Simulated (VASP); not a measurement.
# CuSi16 (a cell with a defect) in VASP: single point with PBEsol

Aim: the single point of CuSi16 (a cell with a defect) with PBEsol.

Program: VASP 6.6.1. These are calculated values, not measurements. Logs are shortened: lines on timing, memory, paths and dates and some standing lists are left out, and cuts for length are marked.

## Step 1: The cell of the first run

The cell holds a defect, 17 atoms: a = 7.679 Å, b = 7.679 Å, c = 7.679 Å, α = 60.00°, β = 60.00°, γ = 60.00°.

## Step 2: Single point, PBEsol

File INCAR:

```
SYSTEM = CuSi16
PREC = Accurate
ENCUT = 520
EDIFF = 1E-6
ISMEAR = -1
SIGMA = 0.05
LREAL = Auto
LASPH = .True.
NELM = 60
ALGO = Normal
ISIF = 2
LWAVE = .False.
LCHARG = .False.
GGA = PS
NBANDS = 52
NELECT = 74.0
```

File KPOINTS:

```
regular mesh
0
Gamma
  2 2 2
  0 0 0
```

File POSCAR:

```
CuSi16
1.0
    0.0000000000      5.4300000000      5.4300000000
    5.4300000000      0.0000000000      5.4300000000
    5.4300000000      5.4300000000      0.0000000000
Si Cu
16 1
Direct
   -0.0067407919     -0.0075422652      0.0239105893
    0.1311126151      0.1303595764      0.1218490792
    0.0006093923     -0.0001169429      0.4958383057
    0.1057218232      0.1059916206      0.6532816759
    0.0037691529      0.5042744936     -0.0061483425
    0.1287626151      0.6140112339      0.1321994475
    0.0067465009      0.4761746777      0.5075837017
    0.1308639042      0.6174756906      0.6207086556
    0.5050819521      0.0029478821     -0.0060817680
    0.6146198895      0.1278988950      0.1325068140
    0.4760124309      0.0063011971      0.5079183241
    0.6179632597      0.1300827808      0.6207848066
    0.5027925414      0.5018757827     -0.0010387661
    0.6304785451      0.6297004604      0.1155726519
    0.5049447514      0.5040937385      0.4869760589
    0.6207078269      0.6204790976      0.6267930939
    0.8481365562      0.8483752302      0.4230557090
```

Potentials or basis: VASP PAW PBE potentials, release 64 (Si, Cu).

Command:

```sh
cat potpaw_PBE.64/Si/POTCAR potpaw_PBE.64/Cu/POTCAR > POTCAR
mpirun -np 1 vasp_std > vasp.out
```

OUTCAR:

```text
SYSTEM = CuSi16
   PREC = Accurate
   ENCUT = 520
   EDIFF = 1E-6
   ISMEAR = -1
   LREAL = Auto
   LASPH = .True.
   NELM = 60
   ISIF = 2
   GGA = PS
   NELECT = 74.0

 ion  position               nearest neighbor table
   1  0.993  0.992  0.024-   4 2.33   2 2.35   6 2.38  10 2.38  17 2.51
   2  0.131  0.130  0.122-   5 2.34   9 2.35   3 2.35   1 2.35
   3  0.001  1.000  0.496-   4 2.32   2 2.35  17 2.39   8 2.40  12 2.40
   4  0.106  0.106  0.653-   3 2.32   7 2.33   1 2.33  11 2.33
   5  0.004  0.504  0.994-  14 2.34   8 2.34   6 2.34   2 2.34
   6  0.129  0.614  0.132-   5 2.34  13 2.35   7 2.36   1 2.38  17 2.86
   7  0.007  0.476  0.508-   4 2.33  17 2.35   6 2.36   8 2.38  16 2.42
   8  0.131  0.617  0.621-   5 2.34  15 2.35   7 2.38   3 2.40  17 2.63
   9  0.505  0.003  0.994-  14 2.34  12 2.34  10 2.34   2 2.35
  10  0.615  0.128  0.133-   9 2.34  13 2.35  11 2.36   1 2.38  17 2.86
  11  0.476  0.006  0.508-   4 2.33  17 2.35  10 2.36  12 2.38  16 2.42
  12  0.618  0.130  0.621-   9 2.34  15 2.35  11 2.38   3 2.40  17 2.62
  13  0.503  0.502  0.999-  14 2.33  16 2.33  10 2.35   6 2.35
  14  0.630  0.630  0.116-  15 2.33  13 2.33   9 2.34   5 2.34
  15  0.505  0.504  0.487-  14 2.33  16 2.33  12 2.35   8 2.35
  16  0.621  0.620  0.627-  15 2.33  13 2.33  11 2.42   7 2.42  17 2.48
  17  0.848  0.848  0.423-  11 2.35   7 2.35   3 2.39  16 2.48   1 2.51  12 2.62   8 2.63  10 2.86
                             6 2.86

  LATTYP: Found a face centered cubic cell.
 ALAT       =    10.8600000000

  Lattice vectors:

 A1 = (   0.0000000000,   5.4300000000,   5.4300000000)
 A2 = (   5.4300000000,   0.0000000000,   5.4300000000)
 A3 = (   5.4300000000,   5.4300000000,   0.0000000000)

Analysis of symmetry for initial positions (statically):
=====================================================================
 Subroutine PRICEL returns:
 Original cell was already a primitive cell.

 Routine SETGRP: Setting up the symmetry group for a
 face centered cubic supercell.

 Subroutine GETGRP returns: Found  1 space group operations
 (whereof  1 operations were pure point group operations)
 out of a pool of 48 trial point group operations.

The static configuration has the point symmetry C_1 .

Analysis of symmetry for dynamics (positions and initial velocities):
=====================================================================
 Subroutine PRICEL returns:
 Original cell was already a primitive cell.

 Routine SETGRP: Setting up the symmetry group for a
 face centered cubic supercell.

 Subroutine GETGRP returns: Found  1 space group operations
 (whereof  1 operations were pure point group operations)
 out of a pool of 48 trial point group operations.

The dynamic configuration has the point symmetry C_1 .

 Subroutine INISYM returns: Found  1 space group operations
 (whereof  1 operations are pure point group operations),
 and found     1 'primitive' translations

----------------------------------------------------------------------------------------

                                     Primitive cell

  volume of cell :     320.2060

  direct lattice vectors                    reciprocal lattice vectors
     0.000000000  5.430000000  5.430000000    -0.092081031  0.092081031  0.092081031
     5.430000000  0.000000000  5.430000000     0.092081031 -0.092081031  0.092081031
     5.430000000  5.430000000  0.000000000     0.092081031  0.092081031 -0.092081031

  length of vectors
     7.679179644  7.679179644  7.679179644     0.159489025  0.159489025  0.159489025

  position of ions in fractional coordinates (direct lattice)
     0.993259208  0.992457735  0.023910589
     0.131112615  0.130359576  0.121849079
     0.000609392  0.999883057  0.495838306
     0.105721823  0.105991621  0.653281676
     0.003769153  0.504274494  0.993851658
     0.128762615  0.614011234  0.132199447
[... 9 lines left out ...]
     0.620707827  0.620479098  0.626793094
     0.848136556  0.848375230  0.423055709

  ion indices of the primitive-cell ions
   primitive index   ion index
                 1           1
                 2           2
                 3           3
                 4           4
                 5           5
                 6           6
[... 9 lines left out ...]
                16          16
                17          17

----------------------------------------------------------------------------------------

 KPOINTS: regular mesh

Automatic generation of k-mesh.
 Grid dimensions read from file:
 generate k-points for:    2    2    2

 Generating k-lattice:

  Cartesian coordinates                     Fractional coordinates (reciprocal lattice)
    -0.046040516  0.046040516  0.046040516     0.500000000  0.000000000  0.000000000
     0.046040516 -0.046040516  0.046040516     0.000000000  0.500000000  0.000000000
     0.046040516  0.046040516 -0.046040516     0.000000000  0.000000000  0.500000000

  Length of vectors
     0.079744512  0.079744512  0.079744512

  Shift w.r.t. Gamma in fractional coordinates (k-lattice)
     0.000000000  0.000000000  0.000000000

 Subroutine IBZKPT returns following result:
 ===========================================

 Found      8 irreducible k-points:

 Following reciprocal coordinates:
            Coordinates               Weight
  0.000000  0.000000  0.000000      1.000000
  0.500000  0.000000  0.000000      1.000000
  0.000000  0.500000  0.000000      1.000000
  0.000000  0.000000  0.500000      1.000000
  0.500000  0.500000  0.500000      1.000000
  0.500000  0.500000  0.000000      1.000000
  0.000000  0.500000  0.500000      1.000000
  0.500000  0.000000  0.500000      1.000000
   k-points           NKPTS =      8   k-points in BZ     NKDIM =      8   number of bands    NBANDS=     52
   number of dos      NEDOS =    301   number of ions     NIONS =     17
   total plane-waves  NPLWV = 216000
   dimension x,y,z NGX =    60 NGY =   60 NGZ =   60
   dimension x,y,z NGXF=   120 NGYF=  120 NGZF=  120
   ions per type =              16   1
   NGX,Y,Z   is equivalent  to a cutoff of  12.99, 12.99, 12.99 a.u.
   NGXF,Y,Z  is equivalent  to a cutoff of  25.98, 25.98, 25.98 a.u.
 SYSTEM =  CuSi16
   PREC   = accura    normal or accurate (medium, high low for compatibility)
   ISTART =      0    job   : 0-new  1-cont  2-samecut
   ICHARG =      2    charge: 1-file 2-atom 10-const
   ISPIN  =      1    spin polarized calculation?
   LNONCOLLINEAR =      F non collinear calculations
   LSORBIT =      F    spin-orbit coupling
   LASPH  =      T    aspherical Exc in radial PAW
   ENCUT  =  520.0 eV  38.22 Ry    6.18 a.u.  14.28 14.28 14.28*2*pi/ulx,y,z
   NELM   =     60;   NELMIN=  2; NELMDL= -5     # of ELM steps
   EDIFF  = 0.1E-05   stopping-criterion for ELM
   LREAL  =      T    real-space projection
   EDIFFG = 0.1E-04   stopping-criterion for IOM
   NSW    =      0    number of steps for IOM
   IBRION =     -1    ionic relax: 0-MD 1-quasi-New 2-CG
   NFREE  =      0    steps in history (QN), initial steepest desc. (CG)
   ISIF   =      2    stress and relaxation
   ISYM   =      2    0-nonsym 1-usesym 2-fastsym
   POTIM  = 0.5000    time-step for ionic-motion
   TEBEG  =    0.0;   TEEND  =   0.0 temperature during run
   PSTRESS=    0.0 pullay stress
   NELECT =      74.0000    total number of electrons
   NUPDOWN=      -1.0000    fix difference up-down
   EMIN   =  10.00;   EMAX   =-10.00  energy-range for DOS
   EFERMI =   0.00;   METHOD = LEGACY
   ISMEAR =    -1;   SIGMA  =   0.05  broadening in eV -4-tet -1-fermi 0-gaus
   EFERMI_NEDOS =   21; number of points for ismear=-14 and -15
   IALGO  =     38    algorithm
   IMIX   =      4    mixing-type and parameters
     AMIX     =   0.40;   BMIX     =  1.00
     AMIX_MAG =   1.60;   BMIX_MAG =  1.00
  volume/ion in A,a.u.               =      18.84       127.11
  Fermi-wavevector in a.u.,A,eV,Ry     =   1.004636  1.898488 13.732283  1.009294
  Thomas-Fermi vector in A             =   2.137265
   LORBIT       =      0    0 simple, 1 ext, 2 COOP (PROOUT), +10 PAW based schemes
   GGA     = PS    functional components
   LHFCALC =     F    Hartree Fock is set to
   AEXX    =    0.0000 exact exchange contribution
   IVDW    =     0    specifies the selected vdW correction
   LEPSILON=     F    determine dielectric tensor
   LRPA    =     F    only Hartree local field effects (RPA)
 non-spin polarized calculation
  energy-cutoff  :      520.00
  volume of cell :      320.21
 maximum number of plane-waves:      8646
 NGX is ok and might be reduce to    60
   NGX = 29   NGY = 29   NGZ = 29

 number of electron      74.0000004 magnetization

 Free energy of the ion-electron system (eV)
  ---------------------------------------------------
  ext. energy  EPLUGINS =         0.00000000
  ---------------------------------------------------
  free energy    TOTEN  =      -100.07247339 eV

  energy without entropy =     -100.05645379  energy(sigma->0) =     -100.06446359

 E-fermi :   6.3332     XC(G=0):  -9.7540

 val. band max:        6.2816962441   @ k =   0.0000   0.0000   0.0000
 cond. band min:       6.3796403371   @ k =   0.0000   0.0000   0.0000
 fundamental gap:      0.0979440930
 Fermi energy:         6.3331879087

 k-point     1 :       0.0000    0.0000    0.0000
  band No.  band energies     occupation
      1      -5.9749      2.00000
      2      -3.5818      2.00000
      3      -3.5784      2.00000
      4      -3.5545      2.00000
      5      -3.5267      2.00000
      6      -2.1139      2.00000
[... 41 lines left out ...]
     48       8.4023      0.00000
     49       8.5337      0.00000

 k-point     2 :       0.5000    0.0000    0.0000
  band No.  band energies     occupation
      1      -5.2868      2.00000
      2      -5.0335      2.00000
      3      -3.3764      2.00000
      4      -3.3119      2.00000
      5      -3.2368      2.00000
      6      -3.0829      2.00000
[... 304 lines left out ...]
 k-point     8 :       0.5000    0.0000    0.5000
  band No.  band energies     occupation
      1      -5.0192      2.00000
      2      -4.7920      2.00000
      3      -3.9379      2.00000
      4      -3.8407      2.00000
      5      -3.8259      2.00000
      6      -3.7871      2.00000
[... 41 lines left out ...]
     48      10.3684      0.00000
     49      10.3965      0.00000
 [bands above 49 left out]

------------------------ aborting loop because EDIFF is reached ----------------------------------------

  FORCE on cell =-STRESS in cart. coord.  units (eV):
  Direction    XX          YY          ZZ          XY          YZ          ZX
  --------------------------------------------------------------------------------------
  -------------------------------------------------------------------------------------
  Total       -5.8428558     -5.8555123     -5.2017087     -0.0936577      0.1789706      0.1862614
  in kB      -29.2352132    -29.2985409    -26.0271807     -0.4686241      0.8954941      0.9319746
  external PRESSURE =     -28.1869783 kB  Pullay stress =       0.0000000 kB

 VOLUME and BASIS-vectors are now :
 -----------------------------------------------------------------------------
  energy-cutoff  :      520.00
  volume of cell :      320.21
      direct lattice vectors                 reciprocal lattice vectors
     0.000000000  5.430000000  5.430000000    -0.092081031  0.092081031  0.092081031
     5.430000000  0.000000000  5.430000000     0.092081031 -0.092081031  0.092081031
     5.430000000  5.430000000  0.000000000     0.092081031  0.092081031 -0.092081031

 POSITION                                       TOTAL-FORCE (eV/Angst)
 -----------------------------------------------------------------------------------
      5.51888      5.52323     10.78244        -0.004518     -0.004000     -0.023120
      1.36949      1.37358      1.41979         0.005003      0.003098      0.006033
      8.12177      2.69571      5.43267         0.012860      0.015465      0.024550
      4.12285      4.12139      1.14960         0.014178      0.012193      0.010990
      8.13483      5.41708      2.75868        -0.005347     -0.001478     -0.001652
      4.05192      1.41702      4.03326        -0.018309     -0.014094      0.014341
[... 9 lines left out ...]
      6.77269      6.77393      6.73965        -0.003472     -0.004895      0.011346
      6.90387      6.90257      9.21206         0.043067      0.040973      0.011981
 -----------------------------------------------------------------------------------
    total drift:                               -0.004624     -0.001913     -0.001821

  FREE ENERGIE OF THE ION-ELECTRON SYSTEM (eV)
  ---------------------------------------------------
  free  energy   TOTEN  =      -100.0724733923 eV

  energy  without entropy=     -100.0564537896  energy(sigma->0) =     -100.06446359
```

It took 5 min on 1 thread of Intel Xeon Platinum 8488C (Sapphire Rapids), shared host; peak memory 0.49 GiB.

What came out:

| Property | Result |
| --- | --- |
| Free energy | -100.0725 eV |
| Largest force | 0.061 eV/Å |

Forces on the atoms (eV/Å):
```
Si  -0.005 -0.004 -0.023
Si   0.005  0.003  0.006
Si   0.013  0.015  0.025
Si   0.014  0.012  0.011
Si  -0.005 -0.001 -0.002
Si  -0.018 -0.014  0.014
Si  -0.007 -0.020 -0.035
Si   0.011  0.018  0.016
Si  -0.003 -0.005 -0.001
Si  -0.012 -0.019  0.014
Si  -0.021 -0.006 -0.036
Si   0.019  0.010  0.015
Si   0.000  0.002 -0.022
Si  -0.013 -0.013  0.007
Si  -0.018 -0.015 -0.011
Si  -0.003 -0.005  0.011
Cu   0.043  0.041  0.012
```

Caveat: the k points lie up to 0.50 Å⁻¹ apart; the cell carries a net charge on a neutralising background, which shifts energy and pressure; the cell is charged against a uniform background, so pressure and absolute levels hang on convention; the PAW data sets were made with another functional, which shifts forces and pressure a little.
